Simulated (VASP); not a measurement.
# Sn (I4_1/amd) in VASP: single point with PBEsol

Aim: the single point of Sn with PBEsol.

Everything below comes from runs of VASP 6.6.1. Logs are shortened: lines on timing, memory, paths and dates and some standing lists are left out, and cuts for length are marked.

### Step 1. The cell of the first run

It takes space group I4_1/amd (No. 141, tetragonal). Conventional cell: a = 5.260 Å, b = 5.260 Å, c = 2.949 Å, α = 90.00°, β = 90.00°, γ = 90.00°. Within 3.6 Å of Sn (site symmetry -4m2) lie 10 Sn at 2.73 to 3.44 Å.

### Step 2. Single point, PBEsol (Si replaced by Sn, lengths x 1.151, strained)

INCAR

```
PREC = Accurate ; ENCUT = 520
EDIFF = 1E-7 ; ISMEAR = 0
SIGMA = 0.1 ; LREAL = F
LASPH = T ; NELM = 60
ALGO = Normal ; ISIF = 2
LWAVE = F ; LCHARG = F
GGA = PS ; NBANDS = 21
```

KPOINTS

```
regular mesh
0
Gamma
  16 16 16
```

POSCAR

```
Sn
1.0
   -2.6300267263      2.6300267263      1.4742533238
    2.6300267263     -2.6300267263      1.4742533238
    2.6300267263      2.6300267263     -1.4742533238
Sn
2
Direct
    0.2500000000      0.7500000000      0.5000000000
    0.5000000000      0.5000000000      0.0000000000
```

Potentials or basis: VASP PAW PBE potentials, release 64 (Sn_d).

Command:

```bash
$ cat potpaw_PBE.64/Sn_d/POTCAR > POTCAR
$ mpirun -np 1 vasp_std > vasp.out
```

OUTCAR:

```text
PREC = Accurate
   ENCUT = 520
   EDIFF = 1E-7
   ISMEAR = 0
   LREAL = F
   LASPH = T
   NELM = 60
   ISIF = 2
   GGA = PS

 ion  position               nearest neighbor table
   1  0.250  0.750  0.500-   2 2.73   2 2.73   2 2.73   2 2.73   2 3.44   2 3.44   2 3.44   2 3.44

   2  0.500  0.500  0.000-   1 2.73   1 2.73   1 2.73   1 2.73   1 3.44   1 3.44   1 3.44   1 3.44

  LATTYP: Found a body centered tetragonal cell.
 ALAT       =     5.2600534526
 C/A-ratio  =     0.5605468983

  Lattice vectors:

 A1 = (  -2.6300267263,   2.6300267263,   1.4742533238)
 A2 = (   2.6300267263,  -2.6300267263,   1.4742533238)
 A3 = (   2.6300267263,   2.6300267263,  -1.4742533238)

Analysis of symmetry for initial positions (statically):
=====================================================================
 Subroutine PRICEL returns:
 Original cell was already a primitive cell.

 Routine SETGRP: Setting up the symmetry group for a
 body centered tetragonal supercell.

 Subroutine GETGRP returns: Found 16 space group operations
 (whereof  8 operations were pure point group operations)
 out of a pool of 16 trial point group operations.

The static configuration has the point symmetry D_2d.
 The point group associated with its full space group is D_4h.

Analysis of symmetry for dynamics (positions and initial velocities):
=====================================================================
 Subroutine PRICEL returns:
 Original cell was already a primitive cell.

 Routine SETGRP: Setting up the symmetry group for a
 body centered tetragonal supercell.

 Subroutine GETGRP returns: Found 16 space group operations
 (whereof  8 operations were pure point group operations)
 out of a pool of 16 trial point group operations.

The dynamic configuration has the point symmetry D_2d.
 The point group associated with its full space group is D_4h.

 Subroutine INISYM returns: Found 16 space group operations
 (whereof  8 operations are pure point group operations),
 and found     1 'primitive' translations

----------------------------------------------------------------------------------------

                                     Primitive cell

  volume of cell :      40.7899

  direct lattice vectors                    reciprocal lattice vectors
    -2.630026726  2.630026726  1.474253324     0.000000000  0.190112137  0.339154738
     2.630026726 -2.630026726  1.474253324     0.190112137  0.000000000  0.339154738
     2.630026726  2.630026726 -1.474253324     0.190112137  0.190112137  0.000000000

  length of vectors
     4.000937893  4.000937893  4.000937893     0.388804013  0.388804013  0.268859162
[... 81 lines left out ...]
   EDIFF  = 0.1E-06   stopping-criterion for ELM
   LREAL  =      F    real-space projection
   EDIFFG = 0.1E-05   stopping-criterion for IOM
   NSW    =      0    number of steps for IOM
   IBRION =     -1    ionic relax: 0-MD 1-quasi-New 2-CG
   NFREE  =      0    steps in history (QN), initial steepest desc. (CG)
   ISIF   =      2    stress and relaxation
   ISYM   =      2    0-nonsym 1-usesym 2-fastsym
   POTIM  = 0.5000    time-step for ionic-motion
   TEBEG  =    0.0;   TEEND  =   0.0 temperature during run
   PSTRESS=    0.0 pullay stress
   NELECT =      28.0000    total number of electrons
   NUPDOWN=      -1.0000    fix difference up-down
   EMIN   =  10.00;   EMAX   =-10.00  energy-range for DOS
   EFERMI =   0.00;   METHOD = LEGACY
   ISMEAR =     0;   SIGMA  =   0.10  broadening in eV -4-tet -1-fermi 0-gaus
   EFERMI_NEDOS =   21; number of points for ismear=-14 and -15
   IALGO  =     38    algorithm
   IMIX   =      4    mixing-type and parameters
     AMIX     =   0.40;   BMIX     =  1.00
     AMIX_MAG =   1.60;   BMIX_MAG =  1.00
  volume/ion in A,a.u.               =      20.39       137.63
  Fermi-wavevector in a.u.,A,eV,Ry     =   1.444142  2.729034 28.375595  2.085547
  Thomas-Fermi vector in A             =   2.562471
   LORBIT       =      0    0 simple, 1 ext, 2 COOP (PROOUT), +10 PAW based schemes
   GGA     = PS    functional components
   LHFCALC =     F    Hartree Fock is set to
   AEXX    =    0.0000 exact exchange contribution
   IVDW    =     0    specifies the selected vdW correction
   LEPSILON=     F    determine dielectric tensor
   LRPA    =     F    only Hartree local field effects (RPA)
 non-spin polarized calculation
 Gauss-broadening in eV      SIGMA  =   0.10
  energy-cutoff  :      520.00
  volume of cell :       40.79
 maximum number of plane-waves:      1125
 NGX is ok and might be reduce to    30
   NGX = 15   NGY = 15   NGZ = 15

 number of electron      27.9999995 magnetization

 Free energy of the ion-electron system (eV)
  ---------------------------------------------------
  ext. energy  EPLUGINS =         0.00000000
  ---------------------------------------------------
  free energy    TOTEN  =        -7.56435791 eV

  energy without entropy =       -7.56041433  energy(sigma->0) =       -7.56238612

 E-fermi :  11.9724     XC(G=0): -11.8707

 val. band max:       11.9676815851   @ k =  -0.3750  -0.4375   0.1875
 cond. band min:      11.9752401771   @ k =   0.4375   0.1875   0.0000
 fundamental gap:      0.0075585920
 Fermi energy:        11.9723694653

 k-point     1 :       0.0000    0.0000    0.0000
  band No.  band energies     occupation
      1     -10.3773      2.00000
      2     -10.1384      2.00000
      3     -10.0922      2.00000
      4      -9.9992      2.00000
      5      -9.7008      2.00000
      6      -9.7008      2.00000
[... 565 lines left out ...]
     20      23.4414      0.00000
     21      23.6388      0.00000

 [... further k-points ...]

------------------------ aborting loop because EDIFF is reached ----------------------------------------

  FORCE on cell =-STRESS in cart. coord.  units (eV):
  Direction    XX          YY          ZZ          XY          YZ          ZX
  --------------------------------------------------------------------------------------
  -------------------------------------------------------------------------------------
  Total        8.2836134      8.2836134      6.5932284      0.0000000      0.0000000      0.0000000
  in kB      325.3703479    325.3703479    258.9740648      0.0000000      0.0000000      0.0000000
  external PRESSURE =     303.2382535 kB  Pullay stress =       0.0000000 kB

 VOLUME and BASIS-vectors are now :
 -----------------------------------------------------------------------------
  energy-cutoff  :      520.00
  volume of cell :       40.79
      direct lattice vectors                 reciprocal lattice vectors
    -2.630026726  2.630026726  1.474253324     0.000000000  0.190112137  0.339154738
     2.630026726 -2.630026726  1.474253324     0.190112137  0.000000000  0.339154738
     2.630026726  2.630026726 -1.474253324     0.190112137  0.190112137  0.000000000

 POSITION                                       TOTAL-FORCE (eV/Angst)
 -----------------------------------------------------------------------------------
      2.63003      0.00000      0.73713         0.000000     -0.000000     -0.000000
      0.00000      0.00000      1.47425        -0.000000      0.000000      0.000000
 -----------------------------------------------------------------------------------
    total drift:                                0.000000     -0.000000      0.000000

  FREE ENERGIE OF THE ION-ELECTRON SYSTEM (eV)
  ---------------------------------------------------
  free  energy   TOTEN  =        -7.5643579145 eV

  energy  without entropy=       -7.5604143347  energy(sigma->0) =       -7.56238612
```

OSZICAR:

```text
N       E                     dE             d eps       ncg     rms          rms(c)
DAV:   1     0.220202563106E+03    0.22020E+03   -0.14603E+04 15085   0.234E+03
DAV:   2     0.137199893878E+02   -0.20648E+03   -0.20157E+03 14818   0.461E+02
DAV:   3    -0.709037557677E+01   -0.20810E+02   -0.20642E+02 16630   0.132E+02
DAV:   4    -0.765654521405E+01   -0.56617E+00   -0.56582E+00 16944   0.239E+01
DAV:   5    -0.767513986800E+01   -0.18595E-01   -0.18594E-01 19495   0.417E+00    0.413E+00
DAV:   6    -0.759906620693E+01    0.76074E-01   -0.58782E-02 20203   0.404E+00    0.225E+00
DAV:   7    -0.756563935308E+01    0.33427E-01   -0.36014E-02 20288   0.313E+00    0.217E-01
DAV:   8    -0.756434967784E+01    0.12897E-02   -0.40178E-03 19691   0.879E-01    0.276E-02
DAV:   9    -0.756436033466E+01   -0.10657E-04   -0.11586E-04 18714   0.100E-01    0.155E-02
DAV:  10    -0.756435781651E+01    0.25181E-05   -0.64503E-06 21909   0.275E-02    0.178E-03
DAV:  11    -0.756435791447E+01   -0.97954E-07   -0.42541E-07 16132   0.779E-03
   1 F= -.75643579E+01 E0= -.75623861E+01  d E =-.394358E-02
```

Run time: 3.7 min. Hardware: 1 thread of Intel Xeon Platinum 8375C at 2.90GHz (Ice Lake), shared host; peak memory 0.35 GiB.

Results:

- Free energy: -7.5644 eV
- Pressure: 30.3 GPa
- Band gap on the k mesh: zero (bands 14 and 15 overlap by 6.34 eV)

Levels at points of the mesh, in eV from the Fermi level:
```csv
k point,band 10,band 11,band 12,band 13,band 14,band 15,band 16,band 17,band 18,band 19
"(0.00, 0.00, 0.00)",-21.21,-13.72,-2.80,-2.80,-2.39,2.55,7.93,7.93,8.43,8.48
"(0.50, 0.00, 0.00)",-21.36,-7.97,-6.95,-2.43,-1.98,-1.97,1.78,3.51,6.19,8.33
"(0.50, 0.50, 0.00)",-21.48,-10.77,-10.77,0.69,0.69,2.35,2.35,6.52,6.52,10.59
"(0.50, 0.50, 0.50)",-21.63,-8.33,-8.33,-6.75,-6.75,5.31,5.31,12.85,12.85,13.80
```

Caveat: the cell differs from its parent crystal (Si replaced by Sn, lengths x 1.151, strained); the cell stands under pressure; the PAW data sets were made with another functional, which shifts forces and pressure a little; spin-orbit coupling is left out, which moves the levels of the heavy elements.
